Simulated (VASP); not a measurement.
# BiN (P4/nmm) in VASP: a series of runs, part 2 of 2

VASP 6.6.1. The steps go on from the part before.

## 4. Relaxation of shape and atoms at fixed volume, PBE (21.37 Å³/atom)

This run uses another cell than the first one, of 21.37 Å³/atom.

Input file INCAR:

```
SYSTEM = BiN
ALGO = Normal
EDIFF = 1E-6
EDIFFG = -0.01
ENCUT = 600
GGA = PE
IBRION = 2
ISIF = 4
ISMEAR = 0
LASPH = .TRUE.
LCHARG = .FALSE.
LREAL = .FALSE.
LWAVE = .FALSE.
NELM = 100
NSW = 60
PREC = Accurate
SIGMA = 0.05
```

Input file KPOINTS:

```
k-points
0
G
  8 8 6
  0 0 0
```

Input file POSCAR:

```
BiN
1.0
    4.0251076372      0.0000000000      0.0000000000
    0.0000000000      4.0251076372      0.0000000000
    0.0000000000      0.0000000000      5.2762380409
Bi N
2 2
Direct
    0.5000000000      0.0000000000      0.2086526736
    0.0000000000      0.5000000000      0.7913473264
    0.0000000000      0.0000000000      0.0000000000
    0.5000000000      0.5000000000      0.0000000000
```

Started as:

```sh
$ cat potpaw_PBE.64/Bi_d/POTCAR potpaw_PBE.64/N/POTCAR > POTCAR
$ mpirun -np 1 vasp_std > vasp.out
```

Wall time 3.2 min (1 thread of Intel Xeon Platinum 8488C (Sapphire Rapids), shared host); peak memory 0.29 GiB.

The run converged. Its results:

| Property | Result |
| --- | --- |
| Free energy | -21.9716 eV |
| Energy gained by relaxing | 2.5 meV/atom |
| Ionic steps | 5 |
| Pressure after relaxing | 0.1 GPa |
| Band gap on the k mesh | zero (bands 20 and 21 overlap by 0.31 eV) |

Stress tensor (GPa, compression positive):
```
0.07 0.00 0.00
0.00 0.07 0.00
0.00 0.00 0.15
```

The path:
| step | energy change (eV) | largest force (eV/Å) | pressure (GPa) | volume (Å³) |
| --- | --- | --- | --- | --- |
| 1 | 0.0000 | 0.3148 | 1.81 | 85.48 |
| 2 | -0.0072 | 0.0683 | 0.89 | 85.48 |
| 3 | -0.0081 | 0.0541 | 0.45 | 85.48 |
| 4 | -0.0096 | 0.0248 | 0.27 | 85.48 |
| 5 | -0.0099 | 0.0007 | 0.09 | 85.48 |

Final structure:
```xyz
4
Lattice="4.0540 0.0000 0.0000 0.0000 4.0540 0.0000 0.0000 0.0000 5.2012" Properties=species:S:1:pos:R:3 pbc="T T T"
Bi    2.0270    0.0000    1.1085
Bi    0.0000    2.0270    4.0928
N     0.0000    0.0000    5.2012
N     2.0270    2.0270    0.0000
```

Levels at points of the mesh, in eV from the Fermi level:
```csv
k point,band 16,band 17,band 18,band 19,band 20,band 21,band 22,band 23,band 24
"(0.00, 0.00, 0.00)",-4.95,-1.32,-1.32,-0.99,-0.50,0.88,2.34,4.21,4.21
"(0.50, 0.00, 0.00)",-3.36,-3.18,-3.18,-2.10,-2.10,2.47,2.47,5.27,5.27
"(0.50, 0.50, 0.00)",-3.57,-2.80,-2.80,0.00,0.00,0.77,0.77,3.73,3.73
"(0.00, 0.00, 0.50)",-4.82,-1.41,-1.41,-1.10,-1.05,-0.26,2.65,2.65,2.92
"(0.50, 0.00, 0.50)",-3.76,-3.32,-3.32,-1.11,-1.11,2.96,2.96,4.78,4.78
"(0.50, 0.50, 0.50)",-4.09,-3.35,-3.35,0.00,0.00,3.42,3.42,3.60,3.60
```

Caveat: spin-orbit coupling is left out, which moves the levels of the heavy elements; this functional lacks dispersion, which binds layers or chains, so the pressure and a relaxed spacing across them are unreliable.

## 5. Relaxation of shape and atoms at fixed volume, PBE (22.24 Å³/atom)

This run uses another cell than the first one, of 22.24 Å³/atom.

Input file INCAR:

```
SYSTEM = BiN
PREC = Accurate ; ENCUT = 600
EDIFF = 1E-7 ; ISMEAR = 0
SIGMA = 0.05 ; LREAL = .FALSE.
LASPH = .TRUE. ; NELM = 100
ALGO = Normal ; ISIF = 4
LWAVE = .FALSE. ; LCHARG = .FALSE.
GGA = PE ; IBRION = 2
NSW = 60 ; EDIFFG = -0.01
```

Input file KPOINTS:

```
regular mesh
0
G
  8 8 6
  0 0 0
```

Input file POSCAR:

```
BiN
1.0
    4.0791423754      0.0000000000      0.0000000000
    0.0000000000      4.0791423754      0.0000000000
    0.0000000000      0.0000000000      5.3470684800
Bi N
2 2
Direct
    0.5000000000      0.0000000000      0.2086526736
    0.0000000000      0.5000000000      0.7913473264
    0.0000000000      0.0000000000      0.0000000000
    0.5000000000      0.5000000000      0.0000000000
```

Potentials or basis: VASP PAW PBE potentials, release 64 (Bi_d, N).

Started as:

```sh
$ cat potpaw_PBE.64/Bi_d/POTCAR potpaw_PBE.64/N/POTCAR > POTCAR
$ mpirun -np 1 vasp_std > vasp.out
```

OUTCAR:

```text
SYSTEM = BiN
   PREC = Accurate
   ENCUT = 600
   EDIFF = 1E-7
   ISMEAR = 0
   LREAL = .FALSE.
   LASPH = .TRUE.
   NELM = 100
   ISIF = 4
   GGA = PE
   IBRION = 2
   NSW = 60
   EDIFFG = -0.01

 ion  position               nearest neighbor table
   1  0.500  0.000  0.209-   3 2.32   4 2.32   4 2.32   3 2.32   2 3.65   2 3.65   2 3.65   2 3.65

   2  0.000  0.500  0.791-   3 2.32   4 2.32   3 2.32   4 2.32   1 3.65   1 3.65   1 3.65   1 3.65

   3  0.000  0.000  0.000-   1 2.32   2 2.32   2 2.32   1 2.32
   4  0.500  0.500  0.000-   1 2.32   2 2.32   1 2.32   2 2.32

  LATTYP: Found a simple tetragonal cell.
 ALAT       =     4.0791423754
 C/A-ratio  =     1.3108315396

  Lattice vectors:

 A1 = (   4.0791423754,   0.0000000000,   0.0000000000)
 A2 = (   0.0000000000,   4.0791423754,   0.0000000000)
 A3 = (   0.0000000000,   0.0000000000,   5.3470684800)

Analysis of symmetry for initial positions (statically):
=====================================================================
 Subroutine PRICEL returns:
 Original cell was already a primitive cell.

[... 182 lines left out ...]
  Direction    XX          YY          ZZ          XY          YZ          ZX
  --------------------------------------------------------------------------------------
  -------------------------------------------------------------------------------------
  Total       -0.9475566     -0.9475566     -0.6006967      0.0000000      0.0000000      0.0000000
  in kB      -17.0632700    -17.0632700    -10.8171371      0.0000000      0.0000000      0.0000000
  external PRESSURE =     -14.9812257 kB  Pullay stress =       0.0000000 kB
[... 139 lines left out ...]
--------------------------------------- Ionic step        5  -------------------------------------------

 number of electron      40.0000005 magnetization

 Free energy of the ion-electron system (eV)
  ---------------------------------------------------
  ext. energy  EPLUGINS =         0.00000000
  ---------------------------------------------------
  free energy    TOTEN  =       -21.97221360 eV

  energy without entropy =      -21.97097544  energy(sigma->0) =      -21.97159452

 E-fermi :   5.5773     XC(G=0):  -9.4245

 val. band max:        5.5747306983   @ k =   0.5000   0.5000   0.0000
 cond. band min:       5.6493876565   @ k =   0.1250   0.0000   0.3333
 fundamental gap:      0.0746569582
 Fermi energy:         5.5773247417

 k-point     1 :       0.0000    0.0000    0.0000
  band No.  band energies     occupation
      1     -17.1966      2.00000
      2     -17.1037      2.00000
      3     -17.1037      2.00000
      4     -17.0750      2.00000
      5     -17.0439      2.00000
      6     -17.0416      2.00000
[... 637 lines left out ...]
     23      10.2070      0.00000
     24      10.2070      0.00000

 [... further k-points ...]

------------------------ aborting loop because EDIFF is reached ----------------------------------------

  FORCE on cell =-STRESS in cart. coord.  units (eV):
  Direction    XX          YY          ZZ          XY          YZ          ZX
  --------------------------------------------------------------------------------------
  -------------------------------------------------------------------------------------
  Total       -0.1783709     -0.1783709     -0.1780990      0.0000000      0.0000000      0.0000000
  in kB       -3.2120418     -3.2120418     -3.2071443      0.0000000      0.0000000      0.0000000
  external PRESSURE =      -3.2104093 kB  Pullay stress =       0.0000000 kB
[... 19 lines left out ...]
  FREE ENERGIE OF THE ION-ELECTRON SYSTEM (eV)
  ---------------------------------------------------
  free  energy   TOTEN  =       -21.9722135956 eV

  energy  without entropy=      -21.9709754439  energy(sigma->0) =      -21.97159452

 reached required accuracy - stopping structural energy minimisation
```

OSZICAR:

```text
N       E                     dE             d eps       ncg     rms          rms(c)
DAV:   1     0.439655221962E+03    0.43966E+03   -0.22862E+04  2880   0.215E+03
DAV:   2     0.278055961516E+02   -0.41185E+03   -0.40717E+03  3080   0.534E+02
DAV:   3    -0.254232210645E+02   -0.53229E+02   -0.51820E+02  3680   0.188E+02
[... 51 lines left out ...]
DAV:   5    -0.219722132492E+02   -0.10887E-04   -0.15976E-04  3368   0.137E-01    0.613E-03
DAV:   6    -0.219722133643E+02   -0.11509E-06   -0.91600E-06  4128   0.262E-02    0.193E-03
DAV:   7    -0.219722134849E+02   -0.12059E-06   -0.68799E-07  3112   0.653E-03    0.105E-03
DAV:   8    -0.219722135922E+02   -0.10731E-06   -0.74321E-08  2048   0.346E-03    0.164E-04
DAV:   9    -0.219722135956E+02   -0.33597E-08   -0.14759E-08  1656   0.140E-03
   5 F= -.21972214E+02 E0= -.21971595E+02  d E =-.109809E-02
```

Wall time 5.5 min (1 thread of Intel Xeon Platinum 8488C (Sapphire Rapids), shared host); peak memory 0.32 GiB.

Results:

```yaml
Free_energy: -21.9722 eV
Energy_gained_by_relaxing: 1.5 meV/atom
Ionic_steps: 5
Pressure_after_relaxing: -0.3 GPa
Largest_force_after_relaxing: 0.006 eV/Å
Band_gap_on_the_k_mesh: zero (bands 20 and 21 overlap by 0.33 eV)
```

Forces in eV/Å, atoms in the order of the input:
```
Bi   0.000  0.000 -0.006
Bi   0.000  0.000  0.006
N    0.000  0.000  0.000
N    0.000  0.000  0.000
```

Step by step:
| step | energy change (eV) | largest force (eV/Å) | pressure (GPa) | volume (Å³) |
| --- | --- | --- | --- | --- |
| 1 | 0.0000 | 0.2173 | -1.50 | 88.97 |
| 2 | -0.0039 | 0.0642 | -0.92 | 88.97 |
| 3 | -0.0048 | 0.0394 | -0.52 | 88.97 |
| 4 | -0.0056 | 0.0145 | -0.41 | 88.97 |
| 5 | -0.0058 | 0.0056 | -0.32 | 88.97 |

Final structure:
```yaml
crystal:
  lattice:
    - [4.05665, 0.00000, 0.00000]
    - [0.00000, 4.05665, 0.00000]
    - [0.00000, 0.00000, 5.40651]
  atoms:
    - { symbol: Bi, position: [0.50000, 0.00000, 0.20542] }
    - { symbol: Bi, position: [0.00000, 0.50000, 0.79458] }
    - { symbol: N, position: [0.00000, 0.00000, 0.00000] }
    - { symbol: N, position: [0.50000, 0.50000, 0.00000] }
```

Caveat: spin-orbit coupling is left out, which moves the levels of the heavy elements; this functional lacks dispersion, which binds layers or chains, so the pressure and a relaxed spacing across them are unreliable.

## 6. Summary

| cell | gap on the mesh (eV) | pressure (GPa) | relaxed volume (Å³/atom) |
| --- | --- | --- | --- |
| relaxed from a = 4.025, b = 4.025, c = 5.088 Å, 4 atoms, atomic positions A | none | 0.7 | - |
| relaxed from a = 4.021, b = 4.021, c = 5.179 Å, 4 atoms, atomic positions B | none | 0.5 | 20.93 |
| relaxed from a = 4.025, b = 4.025, c = 5.276 Å, 4 atoms, atomic positions C | none | 0.1 | 21.37 |
| relaxed from a = 4.079, b = 4.079, c = 5.347 Å, 4 atoms, atomic positions C | none | -0.3 | 22.24 |

Alike in all rows: task relaxation of shape and atoms at fixed volume; level PBE; potentials or basis VASP PAW PBE potentials, release 64 (Bi_d, N); no spin polarisation; k mesh 8 × 8 × 6; cutoff (eV) 600; smearing gaussian 0.05 eV.

Caveats: spin-orbit coupling is left out, which moves the levels of the heavy elements; this functional lacks dispersion, which binds layers or chains, so the pressure and a relaxed spacing across them are unreliable (at least some runs).

Total energies depend on the potentials used, so only differences within one code and one set of settings carry meaning.

The gap in the log of VASP goes by the Fermi energy; the results here count the filled bands.